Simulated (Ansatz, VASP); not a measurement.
# GaGe3 in VASP and in Ansatz

```xyz
4
Lattice="0.0000 3.3644 3.3644 3.3644 0.0000 3.3644 3.3644 3.3644 0.0000" Properties=species:S:1:pos:R:3 pbc="T T T"
Ge    3.3644    3.3644    3.3644
Ge    5.0467    5.0467    5.0467
Ge    1.6822    1.6822    1.6822
Ga    0.0000    0.0000    0.0000
```

Change from the starting cell: volume scaled by 0.98.

Alike in both runs: task single point; functional LDA; k mesh 7 × 7 × 7; occupations fermi-dirac, width 0.05 eV; no spin polarisation.

|  | VASP | Ansatz |
| --- | --- | --- |
| version | VASP 6.6.1 | Ansatz 0.2.0 |
| potentials or method | VASP PAW LDA potentials, release 64 (Ge_d, Ga_d), cutoff 520 eV | all-electron LAPW, scalar-relativistic |

|  | VASP | Ansatz | Ansatz less VASP |
| --- | --- | --- | --- |
| gap on the k mesh at the Fermi level (eV) | none | none | - |
| pressure (GPa) | -4.3 | -4.4 | -0.04 |

LDA's correlation is that of Perdew and Zunger in VASP and of Perdew and Wang (1992) in Ansatz. A gap of «none» marks a metal or a gap that the smearing closes. Ansatz ran all-electron here, and VASP with PAW potentials.
